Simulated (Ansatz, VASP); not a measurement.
# SrIn2Te2S2 in VASP and in Ansatz

```xyz
7
Lattice="0.0002 -6.0139 0.0001 -6.3243 3.0042 -0.1600 3.1858 0.0013 -6.2152" Properties=species:S:1:pos:R:3 pbc="T T T"
Sr    0.0001   -0.1175   -0.0006
In   -2.9168    0.3169   -3.2167
In   -0.2219   -2.6896   -3.1574
Te    1.6576   -3.0952   -5.2796
Te   -4.7956   -0.0919   -1.0946
S    -0.5171   -0.1701   -2.9284
S    -2.6212   -3.1778   -3.4478
```

Change from the starting cell: cell x1, atoms moved at random (sigma 0.15 Å) and cell strained at random (1.5 %), then relaxed without symmetry.

Alike in both runs: functional PBE; k mesh 4 × 4 × 2; occupations gaussian, width 0.1 eV; no spin polarisation.

Ansatz relaxed the structure, and its values are those at the end. VASP's run is a single point on that final structure, the one shown.

```csv
,VASP,Ansatz
version,VASP 6.6.1,Ansatz 0.2.0
potentials or method,"VASP PAW PBE potentials, release 64 (Sr_sv, In_d, Te, S), cutoff 520 eV","scalar-relativistic, plane waves, PAW"
valence electrons in the cell,60,80
```

|  | VASP | Ansatz | Ansatz less VASP |
| --- | --- | --- | --- |
| gap on the k mesh at the Fermi level (eV) | 1.53 | 1.54 | +0.001 |
| least direct gap on the mesh (eV) | 1.63 | 1.63 | +0.002 |
| pressure (GPa) | 0.0 | 0.0 | -0.01 |
| rms of the force components (eV/Å) | 0.009 | 0.002 | -0.0066 |

VASP's potentials hold 60 valence electrons a cell and Ansatz's 80, so a difference there can come from the potentials and not from the codes.

The k mesh is coarse, so the values compare programs but aren't converged. Neither program's run includes spin-orbit coupling.
